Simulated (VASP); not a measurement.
# Ca in VASP: notebook

Aim: see how the results for Ca move with the level of theory and the settings. Levels: PBEsol, revPBE. Tasks: single point.

Everything below comes from runs of VASP 6.6.1. Logs are shortened: lines on timing, memory, paths and dates and some standing lists are left out, and cuts for length are marked.

### 1 The cell of the first run

The typed cell holds 1 atom: a = 3.831 Å, b = 3.891 Å, c = 3.876 Å, α = 110.44°, β = 107.59°, γ = 109.45°.

### 2 Single point, PBEsol

File INCAR:

```
ALGO = Normal
EDIFF = 1E-6
ENCUT = 500
GGA = PS
GGA_COMPAT = F
ISIF = 2
ISMEAR = -1
LASPH = T
LCHARG = F
LREAL = F
LWAVE = F
NBANDS = 11
NELM = 120
PREC = Accurate
SIGMA = 0.1
```

File KPOINTS:

```
Automatic mesh
0
Gamma
  6 6 6
  0.5 0.5 0.5
```

File POSCAR:

```
Ca
1.0
   -2.1741350000      2.2568100000      2.2034770000
    2.2219300000     -2.2615670000      2.2560290000
    2.2080030000      2.2954350000     -2.2082330000
Ca
1
Direct
   -0.0271430000      0.0060580000     -0.0169230000
```

Potentials or basis: VASP PAW PBE potentials, release 64 (Ca_sv).

Run with:

```sh
$ cat potpaw_PBE.64/Ca_sv/POTCAR > POTCAR
$ mpirun -np 1 vasp_std > vasp.out
```

OUTCAR:

```text
EDIFF = 1E-6
   ENCUT = 500
   GGA = PS
   ISIF = 2
   ISMEAR = -1
   LASPH = T
   LREAL = F
   NELM = 120
   PREC = Accurate

 ion  position               nearest neighbor table
   1  0.973  0.006  0.983-

  LATTYP: Found a triclinic cell.
 ALAT       =     9.8336969622
 B/A-ratio  =     0.6323506507
 C/A-ratio  =     0.3991175143
 COS(alpha) =     0.0017099226
 COS(beta)  =     0.2647977432
 COS(gamma) =     0.9463856179

  Lattice vectors:

 A1 = (   8.8120710000,   0.0724930000,  -4.3639140000)
 A2 = (   4.3821380000,   0.0386250000,  -4.4117100000)
 A3 = (   2.2557980000,   2.2906780000,   2.2512730000)

Analysis of symmetry for initial positions (statically):
=====================================================================
 Subroutine PRICEL returns:
 Original cell was already a primitive cell.

 Routine SETGRP: Setting up the symmetry group for a
 triclinic supercell.

 Subroutine GETGRP returns: Found  2 space group operations
 (whereof  1 operations were pure point group operations)
 out of a pool of  2 trial point group operations.

The static configuration has the point symmetry C_1 .
 The point group associated with its full space group is S_2 .

Analysis of symmetry for dynamics (positions and initial velocities):
=====================================================================
 Subroutine PRICEL returns:
 Original cell was already a primitive cell.

 Routine SETGRP: Setting up the symmetry group for a
 triclinic supercell.

 Subroutine GETGRP returns: Found  2 space group operations
 (whereof  1 operations were pure point group operations)
 out of a pool of  2 trial point group operations.

The dynamic configuration has the point symmetry C_1 .
 The point group associated with its full space group is S_2 .

 Subroutine INISYM returns: Found  2 space group operations
 (whereof  1 operations are pure point group operations),
 and found     1 'primitive' translations

----------------------------------------------------------------------------------------

                                     Primitive cell

  volume of cell :      44.9577

  direct lattice vectors                    reciprocal lattice vectors
    -2.174135000  2.256810000  2.203477000    -0.004103881  0.219936932  0.224518677
     2.221930000 -2.261567000  2.256029000     0.223354425 -0.001429948  0.221844745
     2.208003000  2.295435000 -2.208233000     0.224093767  0.218002343 -0.002169192

  length of vectors
     3.830843936  3.891185561  3.875640859     0.314321065  0.314808410  0.312646355

  position of ions in fractional coordinates (direct lattice)
     0.972857000  0.006058000  0.983077000

  ion indices of the primitive-cell ions
   primitive index   ion index
                 1           1

----------------------------------------------------------------------------------------

 KPOINTS: Automatic mesh

Automatic generation of k-mesh.
 Grid dimensions read from file:
 generate k-points for:    6    6    6

 Generating k-lattice:

  Cartesian coordinates                     Fractional coordinates (reciprocal lattice)
    -0.000683980  0.036656155  0.037419779     0.166666667 -0.000000000  0.000000000
     0.037225738 -0.000238325  0.036974124    -0.000000000  0.166666667  0.000000000
     0.037348961  0.036333724 -0.000361532     0.000000000 -0.000000000  0.166666667

  Length of vectors
     0.052386844  0.052468068  0.052107726

  Shift w.r.t. Gamma in fractional coordinates (k-lattice)
     0.500000000  0.500000000  0.500000000

 Subroutine IBZKPT returns following result:
 ===========================================

 Found    108 irreducible k-points:

 Following reciprocal coordinates:
            Coordinates               Weight
  0.083333  0.083333  0.083333      2.000000
  0.250000  0.083333  0.083333      2.000000
  0.416667  0.083333  0.083333      2.000000
 -0.416667  0.083333  0.083333      2.000000
 -0.250000  0.083333  0.083333      2.000000
 -0.083333  0.083333  0.083333      2.000000
[... 16 lines left out ...]
 -0.250000 -0.416667  0.083333      2.000000
 -0.083333 -0.416667  0.083333      2.000000
 [... further k-points ...]
   k-points           NKPTS =    108   k-points in BZ     NKDIM =    108   number of bands    NBANDS=     11
   number of dos      NEDOS =    301   number of ions     NIONS =      1
   total plane-waves  NPLWV =  21952
   dimension x,y,z NGX =    28 NGY =   28 NGZ =   28
   dimension x,y,z NGXF=    56 NGYF=   56 NGZF=   56
   ions per type =               1
   NGX,Y,Z   is equivalent  to a cutoff of  12.15, 11.96, 12.01 a.u.
   NGXF,Y,Z  is equivalent  to a cutoff of  24.30, 23.93, 24.02 a.u.
 SYSTEM =  unknown system
   PREC   = accura    normal or accurate (medium, high low for compatibility)
   ISTART =      0    job   : 0-new  1-cont  2-samecut
   ICHARG =      2    charge: 1-file 2-atom 10-const
   ISPIN  =      1    spin polarized calculation?
   LNONCOLLINEAR =      F non collinear calculations
   LSORBIT =      F    spin-orbit coupling
   LASPH  =      T    aspherical Exc in radial PAW
   ENCUT  =  500.0 eV  36.75 Ry    6.06 a.u.   6.98  7.09  7.07*2*pi/ulx,y,z
   NELM   =    120;   NELMIN=  2; NELMDL= -5     # of ELM steps
   EDIFF  = 0.1E-05   stopping-criterion for ELM
   LREAL  =      F    real-space projection
   EDIFFG = 0.1E-04   stopping-criterion for IOM
   NSW    =      0    number of steps for IOM
   IBRION =     -1    ionic relax: 0-MD 1-quasi-New 2-CG
   NFREE  =      0    steps in history (QN), initial steepest desc. (CG)
   ISIF   =      2    stress and relaxation
   ISYM   =      2    0-nonsym 1-usesym 2-fastsym
   POTIM  = 0.5000    time-step for ionic-motion
   TEBEG  =    0.0;   TEEND  =   0.0 temperature during run
   PSTRESS=    0.0 pullay stress
   NELECT =      10.0000    total number of electrons
   NUPDOWN=      -1.0000    fix difference up-down
   EMIN   =  10.00;   EMAX   =-10.00  energy-range for DOS
   EFERMI =   0.00;   METHOD = LEGACY
   ISMEAR =    -1;   SIGMA  =   0.10  broadening in eV -4-tet -1-fermi 0-gaus
   EFERMI_NEDOS =   21; number of points for ismear=-14 and -15
   IALGO  =     38    algorithm
   IMIX   =      4    mixing-type and parameters
     AMIX     =   0.40;   BMIX     =  1.00
     AMIX_MAG =   1.60;   BMIX_MAG =  1.00
  volume/ion in A,a.u.               =      44.96       303.39
  Fermi-wavevector in a.u.,A,eV,Ry     =   0.991913  1.874443 13.386649  0.983891
  Thomas-Fermi vector in A             =   2.123688
   LORBIT       =      0    0 simple, 1 ext, 2 COOP (PROOUT), +10 PAW based schemes
   GGA     = PS    functional components
   LHFCALC =     F    Hartree Fock is set to
   AEXX    =    0.0000 exact exchange contribution
   IVDW    =     0    specifies the selected vdW correction
   LEPSILON=     F    determine dielectric tensor
   LRPA    =     F    only Hartree local field effects (RPA)
 non-spin polarized calculation
  energy-cutoff  :      500.00
  volume of cell :       44.96
 maximum number of plane-waves:      1154
   NGX = 13   NGY = 15   NGZ = 15

 number of electron      10.0000000 magnetization

 Free energy of the ion-electron system (eV)
  ---------------------------------------------------
  ext. energy  EPLUGINS =         0.00000000
  ---------------------------------------------------
  free energy    TOTEN  =        -2.12036895 eV

  energy without entropy =       -2.07608001  energy(sigma->0) =       -2.09822448

 E-fermi :   1.6390     XC(G=0):  -7.6111

 val. band max:        1.6362736382   @ k =   0.0833   0.4167   0.0833
 cond. band min:       1.6548496650   @ k =  -0.0833   0.2500   0.4167
 fundamental gap:      0.0185760267
 Fermi energy:         1.6390101420

 k-point     1 :       0.0833    0.0833    0.0833
  band No.  band energies     occupation
      1     -40.3315      2.00000
      2     -21.3709      2.00000
      3     -21.3395      2.00000
      4     -21.3372      2.00000
      5      -1.5830      2.00000
      6       3.3777      0.00000
      7       3.4667      0.00000
      8       4.5026      0.00000
      9       4.8007      0.00000
     10       4.9159      0.00000
     11      10.3659      0.00000

 k-point     2 :       0.2500    0.0833    0.0833
  band No.  band energies     occupation
      1     -40.3265      2.00000
      2     -21.4129      2.00000
      3     -21.3641      2.00000
      4     -21.3378      2.00000
      5      -0.3476      2.00000
      6       2.6188      0.00011
      7       3.0244      0.00000
      8       4.8143      0.00000
      9       5.0604      0.00000
     10       5.3713      0.00000
     11       7.6260      0.00000

 k-point     3 :       0.4167    0.0833    0.0833
  band No.  band energies     occupation
      1     -40.3236      2.00000
      2     -21.4394      2.00000
      3     -21.3745      2.00000
      4     -21.3375      2.00000
      5       1.0266      1.99563
      6       1.6333      1.02863
      7       2.8619      0.00001
      8       4.8009      0.00000
      9       5.1286      0.00000
     10       6.0012      0.00000
     11       6.4296      0.00000

 k-point     4 :      -0.4167    0.0833    0.0833
  band No.  band energies     occupation
      1     -40.3258      2.00000
      2     -21.4262      2.00000
      3     -21.3583      2.00000
      4     -21.3368      2.00000
      5      -0.2867      2.00000
      6       2.5922      0.00015
      7       3.0467      0.00000
      8       4.8178      0.00000
      9       5.0237      0.00000
     10       5.3573      0.00000
     11       7.6360      0.00000

 k-point     5 :      -0.2500    0.0833    0.0833
  band No.  band energies     occupation
      1     -40.3308      2.00000
      2     -21.3802      2.00000
      3     -21.3378      2.00000
      4     -21.3363      2.00000
      5      -1.5474      2.00000
      6       3.4618      0.00000
      7       3.5243      0.00000
      8       4.4238      0.00000
      9       4.7683      0.00000
     10       4.8236      0.00000
     11      10.3998      0.00000
[... 211 lines left out ...]
 k-point    21 :       0.4167   -0.4167    0.0833
  band No.  band energies     occupation
      1     -40.3235      2.00000
      2     -21.4404      2.00000
      3     -21.3728      2.00000
      4     -21.3361      2.00000
      5       0.3791      1.99999
      6       2.1303      0.01459
      7       3.1643      0.00000
      8       4.5466      0.00000
      9       5.0661      0.00000
     10       5.6154      0.00000
     11       7.0438      0.00000

 k-point    22 :      -0.4167   -0.4167    0.0833
  band No.  band energies     occupation
      1     -40.3216      2.00000
      2     -21.4357      2.00000
      3     -21.3914      2.00000
      4     -21.3467      2.00000
      5       1.4582      1.71825
      6       1.7277      0.58334
      7       2.7854      0.00002
      8       4.5430      0.00000
      9       5.0738      0.00000
     10       6.1529      0.00000
     11       6.3678      0.00000

 k-point    23 :      -0.2500   -0.4167    0.0833
  band No.  band energies     occupation
      1     -40.3222      2.00000
      2     -21.4245      2.00000
      3     -21.3945      2.00000
      4     -21.3498      2.00000
      5       1.4597      1.71452
      6       1.6877      0.76126
      7       2.7673      0.00003
      8       4.5249      0.00000
      9       5.1816      0.00000
     10       6.1172      0.00000
     11       6.2951      0.00000

 k-point    24 :      -0.0833   -0.4167    0.0833
  band No.  band energies     occupation
      1     -40.3247      2.00000
      2     -21.4307      2.00000
      3     -21.3680      2.00000
      4     -21.3402      2.00000
      5       0.3621      1.99999
      6       2.0776      0.02460
      7       3.0287      0.00000
      8       4.6740      0.00000
      9       5.2002      0.00000
     10       5.5886      0.00000
     11       6.9335      0.00000

 [... further k-points ...]

------------------------ aborting loop because EDIFF is reached ----------------------------------------

  FORCE on cell =-STRESS in cart. coord.  units (eV):
  Direction    XX          YY          ZZ          XY          YZ          ZX
  --------------------------------------------------------------------------------------
  -------------------------------------------------------------------------------------
  Total       -0.4301408     -0.4173112     -0.4286849     -0.0575767      0.0101389     -0.0766853
  in kB      -15.3291189    -14.8719052    -15.2772316     -2.0518852      0.3613248     -2.7328689
  external PRESSURE =     -15.1594186 kB  Pullay stress =       0.0000000 kB

 VOLUME and BASIS-vectors are now :
 -----------------------------------------------------------------------------
  energy-cutoff  :      500.00
  volume of cell :       44.96
      direct lattice vectors                 reciprocal lattice vectors
    -2.174135000  2.256810000  2.203477000    -0.004103881  0.219936932  0.224518677
     2.221930000 -2.261567000  2.256029000     0.223354425 -0.001429948  0.221844745
     2.208003000  2.295435000 -2.208233000     0.224093767  0.218002343 -0.002169192

 POSITION                                       TOTAL-FORCE (eV/Angst)
 -----------------------------------------------------------------------------------
      0.06897      4.43844     -0.01353         0.000000     -0.000000     -0.000000
 -----------------------------------------------------------------------------------
    total drift:                               -0.000007      0.000002     -0.000008

  FREE ENERGIE OF THE ION-ELECTRON SYSTEM (eV)
  ---------------------------------------------------
  free  energy   TOTEN  =        -2.1203689463 eV

  energy  without entropy=       -2.0760800136  energy(sigma->0) =       -2.09822448
```

It took 72 s on 1 thread of Intel Xeon 8259CL, shared host; peak memory 0.19 GiB.

What came out:

| Property | Result |
| --- | --- |
| Free energy | -2.1204 eV |
| Pressure | -1.5 GPa |
| Band gap on the k mesh | zero (band 5 reaches 1.99 eV, above the bottom of band 6 at 1.60 eV) |

Caveat: the PAW data sets were made with another functional, which shifts forces and pressure a little.

### 3 Single point, revPBE

File INCAR:

```
SYSTEM = Ca
  PREC = Accurate
  ENCUT = 520
  EDIFF = 1E-6
  ISMEAR = 0
  SIGMA = 0.15
  LREAL = .False.
  LASPH = .True.
  NELM = 80
  ALGO = Fast
  ISIF = 2
  LWAVE = .False.
  LCHARG = .False.
  GGA = RE
  NBANDS = 11
```

File KPOINTS:

```
regular mesh
0
Gamma
  8 8 8
  0 0 0
```

File POSCAR:

```
Ca
1.0
   -2.2400000000      2.2400000000      2.2400000000
    2.2400000000     -2.2400000000      2.2400000000
    2.2400000000      2.2400000000     -2.2400000000
Ca
1
Direct
    0.0000000000      0.0000000000      0.0000000000
```

Potentials or basis: VASP PAW PBE potentials, release 64 (Ca_sv).

Run with:

```sh
$ cat potpaw_PBE.64/Ca_sv/POTCAR > POTCAR
$ mpirun -np 1 vasp_std > vasp.out
```

Wall time 23 s (1 thread of Intel Xeon 8259CL, shared host); peak memory 0.16 GiB.

It converged, with:

```yaml
Free_energy: -1.7550 eV
Pressure: -0.3 GPa
Band_gap_on_the_k_mesh: zero (band 5 reaches 2.19 eV, above the bottom of band 6 at 1.75 eV)
```

Levels at points of the mesh, in eV from the Fermi level:
```
           k point  band 1  band 2  band 3  band 4  band 5  band 6  band 7  band 8  band 9  band 10
(0.00, 0.00, 0.00)  -42.28  -23.15  -23.15  -23.15   -3.92    2.27    2.27    2.27    3.25     3.25
(0.50, 0.00, 0.00)  -42.27  -23.26  -23.19  -23.15   -0.82   -0.07    1.37    3.15    3.51     4.20
(0.50, 0.50, 0.50)  -42.26  -23.23  -23.23  -23.23    0.15    0.15    3.71    3.71    3.72     3.99
```

Caveat: the PAW data sets were made with another functional, which shifts forces and pressure a little.
